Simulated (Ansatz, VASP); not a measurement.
**One calculation of Mg3Te, two programs**

```
CELL_PARAMETERS angstrom
-2.11045 2.11045 5.21109
2.11045 -2.11045 5.21109
2.11045 2.11045 -5.21109
ATOMIC_POSITIONS crystal
Te 0.00000 0.00000 0.00000
Mg 0.25000 0.75000 0.50000
Mg 0.75000 0.25000 0.50000
Mg 0.50000 0.50000 0.00000
```

Alike in both runs: task single point; functional r2SCAN; k mesh 9 × 9 × 9; occupations fermi-dirac, width 0.05 eV; no spin polarisation.

|  | VASP | Ansatz |
| --- | --- | --- |
| version | VASP 6.6.1 | Ansatz 0.2.0 |
| potentials or method | VASP PAW PBE potentials, release 64 (Te, Mg) | Ansatz PAW |
| plane-wave cutoff (eV) | 520 | 500 |
| valence electrons in the cell | 12 | 46 |

VASP gave:

* gap on the k mesh at the Fermi level (eV): none
* pressure (GPa): 0.7

Question: Which values does Ansatz return?

Answer: gap on the k mesh at the Fermi level (eV): none; pressure (GPa): 0.9.

VASP's potentials were made for PBE, not for r2SCAN. A gap of «none» marks a metal or a gap that the smearing closes. With one functional, cell and mesh, what is left measures potentials, basis and numerics. VASP's potentials hold 12 valence electrons a cell and Ansatz's 46, so a difference there can come from the potentials and not from the codes.

Neither program's run includes spin-orbit coupling.
